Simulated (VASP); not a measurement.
# Cl (I4_1/amd) in VASP: single point with PBE

Aim: the single point of Cl with PBE.

All numbers are computed with VASP 6.6.1; they aren't measurements. Logs are shortened: lines on timing, memory, paths and dates and some standing lists are left out, and cuts for length are marked.

## (1) The cell of the first run

It takes space group I4_1/amd (No. 141, tetragonal). Conventional cell: a = 4.355 Å, b = 4.355 Å, c = 2.113 Å, α = 90.00°, β = 90.00°, γ = 90.00°. Within 2.8 Å of Cl (site symmetry -4m2) lie 10 Cl at 2.11 to 2.69 Å.

## (2) Single point, PBE (10.02 Å³/atom)

Contents of POSCAR:

```
Cl
1.0
   -2.1775543366      2.1775543366      1.0562752933
    2.1775543366     -2.1775543366      1.0562752933
    2.1775543366      2.1775543366     -1.0562752933
Cl
2
Direct
   -0.3750000000     -0.1250000000     -0.2500000000
    0.3750000000      0.1250000000      0.2500000000
```

Contents of INCAR.step1:

```
PREC = Accurate
ENCUT = 520
EDIFF = 1E-6
ISMEAR = -1
SIGMA = 0.08
LREAL = False
LASPH = True
NELM = 100
ALGO = Normal
ISIF = 2
LWAVE = False
LCHARG = True
GGA = PE
NBANDS = 14
```

Contents of KPOINTS.step1:

```
Automatic mesh
0
Gamma
  16 16 16
```

Contents of INCAR.step2:

```
PREC = Accurate
ENCUT = 520
EDIFF = 1E-6
ISMEAR = -5
SIGMA = 0.08
LREAL = False
LASPH = True
NELM = 100
ALGO = Normal
ISIF = 2
LWAVE = False
LCHARG = False
GGA = PE
LORBIT = 11
NEDOS = 1001
ICHARG = 11
```

Contents of KPOINTS.step2:

```
Automatic mesh
0
Gamma
  24 24 24
```

Potentials or basis: VASP PAW PBE potentials, release 64 (Cl).

Command:

```
> cat potpaw_PBE.64/Cl/POTCAR > POTCAR
> cp INCAR.step1 INCAR
> cp KPOINTS.step1 KPOINTS
> mpirun -np 1 vasp_std > vasp.out
> cp INCAR.step2 INCAR
> cp KPOINTS.step2 KPOINTS
> mpirun -np 1 vasp_std > vasp.out
```

OUTCAR:

```text
PREC = Accurate
   ENCUT = 520
   EDIFF = 1E-6
   ISMEAR = -5
   LREAL = False
   LASPH = True
   NELM = 100
   ISIF = 2
   GGA = PE
   LORBIT = 11
   ICHARG = 11

 ion  position               nearest neighbor table
   1  0.625  0.875  0.750-   2 2.24   2 2.24   2 2.24   2 2.24
   2  0.375  0.125  0.250-   1 2.24   1 2.24   1 2.24   1 2.24

  LATTYP: Found a body centered tetragonal cell.
 ALAT       =     4.3551086732
 C/A-ratio  =     0.4850741382

  Lattice vectors:

 A1 = (  -2.1775543366,   2.1775543366,   1.0562752933)
 A2 = (   2.1775543366,  -2.1775543366,   1.0562752933)
 A3 = (   2.1775543366,   2.1775543366,  -1.0562752933)

Analysis of symmetry for initial positions (statically):
=====================================================================
 Subroutine PRICEL returns:
 Original cell was already a primitive cell.

 Routine SETGRP: Setting up the symmetry group for a
 body centered tetragonal supercell.

 Subroutine GETGRP returns: Found 16 space group operations
 (whereof  4 operations were pure point group operations)
 out of a pool of 16 trial point group operations.

The static configuration has the point symmetry C_2h.
 The point group associated with its full space group is D_4h.

Analysis of symmetry for dynamics (positions and initial velocities):
=====================================================================
 Subroutine PRICEL returns:
 Original cell was already a primitive cell.

 Routine SETGRP: Setting up the symmetry group for a
 body centered tetragonal supercell.

 Subroutine GETGRP returns: Found 16 space group operations
 (whereof  4 operations were pure point group operations)
 out of a pool of 16 trial point group operations.

The dynamic configuration has the point symmetry C_2h.
 The point group associated with its full space group is D_4h.

 Subroutine INISYM returns: Found 16 space group operations
 (whereof  4 operations are pure point group operations),
 and found     1 'primitive' translations

----------------------------------------------------------------------------------------

                                     Primitive cell

  volume of cell :      20.0343

  direct lattice vectors                    reciprocal lattice vectors
    -2.177554337  2.177554337  1.056275293     0.000000000  0.229615395  0.473361446
     2.177554337 -2.177554337  1.056275293     0.229615395  0.000000000  0.473361446
     2.177554337  2.177554337 -1.056275293     0.229615395  0.229615395  0.000000000

  length of vectors
     3.255641761  3.255641761  3.255641761     0.526112429  0.526112429  0.324725206

  position of ions in fractional coordinates (direct lattice)
     0.625000000  0.875000000  0.750000000
     0.375000000  0.125000000  0.250000000

  ion indices of the primitive-cell ions
   primitive index   ion index
                 1           1
                 2           2

----------------------------------------------------------------------------------------

 KPOINTS: Automatic mesh

Automatic generation of k-mesh.
 Grid dimensions read from file:
 generate k-points for:   24   24   24

 Generating k-lattice:

  Cartesian coordinates                     Fractional coordinates (reciprocal lattice)
     0.000000000  0.009567308  0.019723394     0.041666667  0.000000000 -0.000000000
     0.009567308  0.000000000  0.019723394     0.000000000  0.041666667 -0.000000000
     0.009567308  0.009567308  0.000000000     0.000000000  0.000000000  0.041666667

  Length of vectors
     0.021921351  0.021921351  0.013530217

  Shift w.r.t. Gamma in fractional coordinates (k-lattice)
     0.000000000  0.000000000  0.000000000

 TETIRR: Found  33868 inequivalent tetrahedra from    82944

 Subroutine IBZKPT returns following result:
 ===========================================

 Found   1063 irreducible k-points:

 Following reciprocal coordinates:
            Coordinates               Weight
  0.000000  0.000000  0.000000      1.000000
  0.041667  0.000000 -0.000000      8.000000
  0.083333  0.000000 -0.000000      8.000000
  0.125000 -0.000000  0.000000      8.000000
  0.166667 -0.000000  0.000000      8.000000
  0.208333  0.000000  0.000000      8.000000
[... 16 lines left out ...]
  0.416667  0.041667  0.000000     16.000000
  0.458333  0.041667  0.000000     16.000000
 [... further k-points ...]
   k-points           NKPTS =   1063   k-points in BZ     NKDIM =   1063   number of bands    NBANDS=     11
   number of dos      NEDOS =   1001   number of ions     NIONS =      2
   total plane-waves  NPLWV =  13824
   dimension x,y,z NGX =    24 NGY =   24 NGZ =   24
   dimension x,y,z NGXF=    48 NGYF=   48 NGZF=   48
   ions per type =               2
   NGX,Y,Z   is equivalent  to a cutoff of  12.26, 12.26, 12.26 a.u.
   NGXF,Y,Z  is equivalent  to a cutoff of  24.51, 24.51, 24.51 a.u.
 SYSTEM =  unknown system
   PREC   = accura    normal or accurate (medium, high low for compatibility)
   ISTART =      0    job   : 0-new  1-cont  2-samecut
   ICHARG =     11    charge: 1-file 2-atom 10-const
   ISPIN  =      1    spin polarized calculation?
   LNONCOLLINEAR =      F non collinear calculations
   LSORBIT =      F    spin-orbit coupling
   LASPH  =      T    aspherical Exc in radial PAW
   ENCUT  =  520.0 eV  38.22 Ry    6.18 a.u.   6.05  6.05  6.05*2*pi/ulx,y,z
   NELM   =    100;   NELMIN=  2; NELMDL=  0     # of ELM steps
   EDIFF  = 0.1E-05   stopping-criterion for ELM
   LREAL  =      F    real-space projection
   EDIFFG = 0.1E-04   stopping-criterion for IOM
   NSW    =      0    number of steps for IOM
   IBRION =     -1    ionic relax: 0-MD 1-quasi-New 2-CG
   NFREE  =      0    steps in history (QN), initial steepest desc. (CG)
   ISIF   =      2    stress and relaxation
   ISYM   =      2    0-nonsym 1-usesym 2-fastsym
   POTIM  = 0.5000    time-step for ionic-motion
   TEBEG  =    0.0;   TEEND  =   0.0 temperature during run
   PSTRESS=    0.0 pullay stress
   NELECT =      14.0000    total number of electrons
   NUPDOWN=      -1.0000    fix difference up-down
   EMIN   =  10.00;   EMAX   =-10.00  energy-range for DOS
   EFERMI =   0.00;   METHOD = LEGACY
   ISMEAR =    -5;   SIGMA  =   0.08  broadening in eV -4-tet -1-fermi 0-gaus
   EFERMI_NEDOS =   21; number of points for ismear=-14 and -15
   IALGO  =     38    algorithm
   IMIX   =      4    mixing-type and parameters
     AMIX     =   0.40;   BMIX     =  1.00
     AMIX_MAG =   1.60;   BMIX_MAG =  1.00
  volume/ion in A,a.u.               =      10.02        67.60
  Fermi-wavevector in a.u.,A,eV,Ry     =   1.452755  2.745309 28.715068  2.110498
  Thomas-Fermi vector in A             =   2.570101
   LORBIT       =     11    0 simple, 1 ext, 2 COOP (PROOUT), +10 PAW based schemes
   GGA     = PE    functional components
   LHFCALC =     F    Hartree Fock is set to
   AEXX    =    0.0000 exact exchange contribution
   IVDW    =     0    specifies the selected vdW correction
   LEPSILON=     F    determine dielectric tensor
   LRPA    =     F    only Hartree local field effects (RPA)
 non-spin polarized calculation
 Fermi weights with tetrahedron method with Bloechl corrections
  energy-cutoff  :      520.00
  volume of cell :       20.03
 maximum number of plane-waves:       560

 number of electron      14.0000006 magnetization

 Free energy of the ion-electron system (eV)
  ---------------------------------------------------
  ext. energy  EPLUGINS =         0.00000000
  ---------------------------------------------------
  free energy    TOTEN  =         4.63672557 eV

  energy without entropy =        4.63672557  energy(sigma->0) =        4.63672557

 E-fermi :  15.1707     XC(G=0): -13.4090

 val. band max:       15.2743044463   @ k =  -0.4167  -0.4167   0.2083
 cond. band min:      15.0721076762   @ k =  -0.3750   0.5000   0.1667
 fundamental gap:     -0.2021967701
 Fermi energy:        15.1707162047

 k-point     1 :       0.0000    0.0000    0.0000
  band No.  band energies     occupation
      1     -10.0743      2.00000
      2      -1.1324      2.00000
      3       4.5015      2.00000
      4       4.5015      2.00000
      5      14.7884      2.00000
      6      15.0010      2.00000
      7      15.0010      2.00000
      8      18.8122      0.00000
      9      19.1481      0.00000
     10      22.1529      0.00000
     11      23.3546      0.00000

 k-point     2 :       0.0417    0.0000   -0.0000
  band No.  band energies     occupation
      1     -10.0105      2.00000
      2      -1.1283      2.00000
      3       4.5209      2.00000
      4       4.6119      2.00000
      5      14.8833      2.00000
      6      14.8929      2.00000
      7      15.0308      2.02039
      8      18.3890      0.00000
      9      18.5739      0.00000
     10      22.2169      0.00000
     11      23.7941      0.00000

 k-point     3 :       0.0833    0.0000   -0.0000
  band No.  band energies     occupation
      1      -9.8192      2.00000
      2      -1.1099      2.00000
      3       4.5805      2.00000
      4       4.9356      2.00000
      5      14.5554      2.00000
      6      15.1040      2.00221
      7      15.2152      0.35692
      8      17.2148      0.00000
      9      17.3475      0.00000
     10      22.4776      0.00000
     11      24.7154      0.00000
[... 267 lines left out ...]
 k-point    23 :       0.4167    0.0417    0.0000
  band No.  band energies     occupation
      1      -3.1389      2.00000
      2       0.5002      2.00000
      3       3.3362      2.00000
      4       4.6586      2.00000
      5       7.1919      2.00000
      6      11.5433      2.00000
      7      13.0450      2.00000
      8      13.4989      2.00000
      9      19.8909      0.00000
     10      22.0963      0.00000
     11      24.1287      0.00000

 k-point    24 :       0.4583    0.0417    0.0000
  band No.  band energies     occupation
      1      -2.4317      2.00000
      2      -0.1042      2.00000
      3       3.2553      2.00000
      4       4.3652      2.00000
      5       7.2241      2.00000
      6      11.6431      2.00000
      7      12.9237      2.00000
      8      13.6561      2.00000
      9      20.2665      0.00000
     10      22.2936      0.00000
     11      23.1869      0.00000

 [... further k-points ...]
[... 5 lines left out ...]
  --------------------------------------------------------------------------------------
  -------------------------------------------------------------------------------------
  Total       21.1246131     21.1246131     21.0121317      0.0000000      0.0000000      0.0000000
  in kB     1689.3678758   1689.3678758   1680.3725678      0.0000000      0.0000000      0.0000000
  external PRESSURE =    1686.3694398 kB  Pullay stress =       0.0000000 kB

 VOLUME and BASIS-vectors are now :
 -----------------------------------------------------------------------------
  energy-cutoff  :      520.00
  volume of cell :       20.03
      direct lattice vectors                 reciprocal lattice vectors
    -2.177554337  2.177554337  1.056275293     0.000000000  0.229615395  0.473361446
     2.177554337 -2.177554337  1.056275293     0.229615395  0.000000000  0.473361446
     2.177554337  2.177554337 -1.056275293     0.229615395  0.229615395  0.000000000

 POSITION                                       TOTAL-FORCE (eV/Angst)
 -----------------------------------------------------------------------------------
      2.17755      1.08878      0.79221         0.000000     -0.000000      0.000000
      0.00000      1.08878      0.26407        -0.000000      0.000000     -0.000000
 -----------------------------------------------------------------------------------
    total drift:                               -0.000000      0.000000      0.000000

  FREE ENERGIE OF THE ION-ELECTRON SYSTEM (eV)
  ---------------------------------------------------
  free  energy   TOTEN  =         4.6367255714 eV

  energy  without entropy=        4.6367255714  energy(sigma->0) =        4.63672557

 total charge

# of ion       s       p       d       tot
------------------------------------------
    1        1.705   3.419   0.000   5.124
    2        1.705   3.419   0.000   5.124
--------------------------------------------------
tot          3.410   6.838   0.000  10.248
```

It took 5.7 min on 1 thread of Oxide Virtual Turin-like, shared host; peak memory 0.32 GiB.

Results:

```yaml
Valence_electrons_inside_the_program's_atomic_spheres: Cl 5.12
```
